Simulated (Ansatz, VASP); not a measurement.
## BiB: VASP beside Ansatz

POSCAR

```
BiB
1.0
    0.0000000000      2.7174257187      2.7174257187
    2.7174257187      0.0000000000      2.7174257187
    2.7174257187      2.7174257187      0.0000000000
B Bi
1 1
Direct
    0.0000000000      0.0000000000      0.0000000000
    0.2500000000      0.2500000000      0.2500000000
```

The input INCAR.step1:

```
  PREC = Accurate
  ENCUT = 520
  ISMEAR = 0
  SIGMA = 0.01
  LREAL = False
  LASPH = True
  NELM = 100
  NBANDS = 16
  GGA = PE
  ALGO = Normal
  EDIFF = 1E-4
  LWAVE = True
  LCHARG = False
```

File INCAR.step2:

```
  PREC = Accurate
  ENCUT = 520
  EDIFF = 1E-7
  ISMEAR = 0
  SIGMA = 0.01
  LREAL = False
  LASPH = True
  NELM = 100
  ALGO = Normal
  ISIF = 2
  LWAVE = False
  LCHARG = True
  METAGGA = R2SCAN
  LMIXTAU = True
  LELF = True
  LVHAR = True
  NBANDS = 16
  ISTART = 1
```

Contents of KPOINTS:

```
regular mesh
0
Gamma
  8 8 8
```

Input for Ansatz:

```yaml
crystal:
  lattice:
    - [0.0, 2.7174257187, 2.7174257187]
    - [2.7174257187, 0.0, 2.7174257187]
    - [2.7174257187, 2.7174257187, 0.0]
  atoms:
    - { symbol: B, position: [0.0, 0.0, 0.0] }
    - { symbol: Bi, position: [0.25, 0.25, 0.25] }
kpoints:
  mp_grid: { grid: [8, 8, 8] }
  band_path:
    path:
      - [0.0, 0.0, 0.0]
      - [-0.5, -0.5, 0.0]
      - [-0.375, -0.375, 0.25]
      - [-0.375, 0.0, 0.375]
      - [0.0, 0.0, 0.5]
      - [-0.5, -0.25, 0.25]
    npoints: 1
hamiltonian:
  xc: r2scan
scf:
  occupations: { method: fixed }
  n_extra_bands: 4
output:
  forces: true
  stress: true
  eigenvalues: true
```

Change from the starting cell: hydrostatic strain -1.0%.

Alike in both runs: task single point; functional r2SCAN; k mesh 8 × 8 × 8; no spin polarisation.

|  | VASP | Ansatz |
| --- | --- | --- |
| version | VASP 6.6.1 | Ansatz 0.2.0 |
| potentials or method | VASP PAW PBE potentials, release 64 (B, Bi_d) | plane waves, PAW |
| plane-wave cutoff (eV) | 520 | 500 |
| occupations | gaussian, width 0.01 eV | fixed |
| valence electrons in the cell | 18 | 18 |

VASP gave:

| Item | Value |
| --- | --- |
| gap on the k mesh at the Fermi level (eV) | 0.63 |
| pressure (GPa) | 2.5 |

Estimate Ansatz's values.

gap on the k mesh at the Fermi level (eV): 0.63; pressure (GPa): 2.6.

VASP's potentials were made for PBE, not for r2SCAN.

Spin-orbit coupling is off throughout.
